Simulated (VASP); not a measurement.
# MgO: single point with LDA

The system is MgO.

```
Mg O
1.0
     4.16071    0.00000    0.00000
     0.00000   -4.16071    0.00000
     0.00000    0.00000   -4.16071
Mg O
4 4
Direct
  0.92930 0.07070 0.07499
  0.50000 0.50000 0.00000
  0.50000 0.00000 0.50000
  0.00000 0.50000 0.50000
  0.50000 0.00000 0.00000
  0.00000 0.50000 0.00000
  0.00000 0.00000 0.50000
  0.50000 0.50000 0.50000
```

This cell differs from its parent crystal: atom 1 (Mg) moved by -0.416 Å along [1 1 0] and -0.312 Å along [0 0 1].

| Quantity | Value |
| --- | --- |
| Program | VASP 6.6.1 |
| Task | single point |
| Functional | LDA |
| Potentials or basis | VASP PAW LDA potentials, release 64 (Mg_sv, O) |
| Cutoff | 840 eV |
| k mesh | 6 × 6 × 6 |
| Occupations | gaussian, width 0.05 eV |
| Spin | no spin polarisation |

| Property | Result |
| --- | --- |
| Pressure | 8.7 GPa |
| Largest force | 5.683 eV/Å |
| Band gap on the k mesh | 4.94 eV |

Forces in eV/Å, atoms in the order of the input:
```
Mg   3.138  3.138  3.551
Mg  -0.932 -0.932  0.332
Mg  -0.959  0.321 -0.996
Mg   0.321 -0.959 -0.996
O   -1.285 -0.228 -0.245
O   -0.228 -1.285 -0.245
O   -0.184 -0.184 -1.536
O    0.129  0.129  0.133
```

Stress tensor (GPa, compression positive):
```
 8.32 -1.01 -1.15
-1.01  8.32 -1.15
-1.15 -1.15  9.39
```

Levels at points of the mesh, in eV from the valence-band top:
```csv
k point,band 28,band 29,band 30,band 31,band 32,band 33,band 34,band 35,band 36,band 37
"(0.00, 0.00, 0.00)",-1.38,-1.38,-0.12,-0.12,0.00,4.94,8.53,9.06,9.07,9.80
"(0.50, 0.00, 0.00)",-1.78,-0.89,-0.87,-0.84,-0.70,8.04,8.37,10.28,11.05,11.37
"(0.00, 0.00, 0.50)",-1.78,-0.90,-0.88,-0.83,-0.69,8.02,8.38,10.27,11.08,11.35
"(0.50, 0.50, 0.00)",-1.87,-0.84,-0.83,-0.80,-0.46,9.16,9.57,9.66,9.90,11.06
"(0.00, 0.50, 0.50)",-1.86,-0.85,-0.83,-0.79,-0.47,9.15,9.57,9.66,9.91,11.04
"(0.50, 0.50, 0.50)",-0.82,-0.81,-0.76,-0.46,-0.45,7.63,7.99,7.99,8.07,12.13
```

Run time: 4.7 min on 1 thread of Intel(R) Xeon(R) Platinum 8259CL CPU @ 2.50GHz (Skylake/Cascade Lake), with other jobs on the host, peak memory 0.4 GiB.

Caveat: the cell differs from its parent crystal (atom 1 (Mg) moved by -0.416 Å along [1 1 0] and -0.312 Å along [0 0 1]); the cell stands under pressure; forces of over 1 eV/Å act on the atoms, so gaps and moduli don't describe the material at rest.
